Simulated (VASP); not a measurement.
A run of VASP 6.6.1 is set up as follows.

File INCAR:

```
  ALGO = Normal
  EDIFF = 1E-6
  ENCUT = 520
  GGA = PS
  ISIF = 2
  ISMEAR = -1
  LASPH = T
  LCHARG = F
  LREAL = F
  LWAVE = F
  NBANDS = 16
  NELM = 60
  PREC = Accurate
  SIGMA = 0.05
```

The input KPOINTS:

```
k-points
0
Gamma
  13 13 12
```

Contents of POSCAR:

```
WC
1.0
    2.9005014360      0.0000000000      0.0000000000
   -1.4502507180      2.5119079273      0.0000000000
    0.0000000000      0.0000000000      2.8572900000
W C
1 1
Direct
    0.0000000000      0.0000000000      0.0000000000
    0.6666666667      0.3333333333      0.5000000000
```

Potentials or basis: VASP PAW PBE potentials, release 64 (W_sv, C).

Launch:

```console
$ cat potpaw_PBE.64/W_sv/POTCAR potpaw_PBE.64/C/POTCAR > POTCAR
$ mpirun -np 1 vasp_std > vasp.out
```

(1) Predict the band gap on the k mesh.

(2) Predict the pressure.

Answers

(1) zero (band 9 reaches 11.54 eV, above the bottom of band 10 at 10.29 eV).

(2) -3.9 GPa.

Caveat: the cell differs from its parent crystal (zz strain of +1 %); the PAW data sets were made with another functional, which shifts forces and pressure a little; spin-orbit coupling is left out, which moves the levels of the heavy elements.
